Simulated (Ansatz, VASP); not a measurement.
## MgS: VASP beside Ansatz

```xyz
2
Lattice="-0.0091 2.8309 2.8309 2.8309 -0.0091 2.8309 2.8218 2.8218 0.0000" Properties=species:S:1:pos:R:3 pbc="T T T"
Mg    0.0000    0.0000   -0.0033
S     1.4109    1.4109    1.4188
```

Change from the starting cell: shear_xy strain -0.6%.

Alike in both runs: task single point; functional r2SCAN; k mesh 8 × 8 × 8; no spin polarisation.

|  | VASP | Ansatz |
| --- | --- | --- |
| version | VASP 6.6.1 | Ansatz 0.2.0 |
| potentials or method | VASP PAW PBE potentials, release 64 (Mg, S) | plane waves, PAW |
| plane-wave cutoff (eV) | 520 | 500 |
| occupations | gaussian, width 0.01 eV | fixed |
| valence electrons in the cell | 8 | 16 |

```tsv
	VASP	Ansatz	Ansatz less VASP
gap on the k mesh at the Fermi level (eV)	4.11	4.12	+0.013
pressure (GPa)	-0.3	0.0	+0.29
traceless stress, the component that is largest in VASP (GPa)	0.21	0.21	-0.002
```

VASP's potentials were made for PBE, not for r2SCAN. VASP's potentials hold 8 valence electrons a cell and Ansatz's 16, so a difference there can come from the potentials and not from the codes.
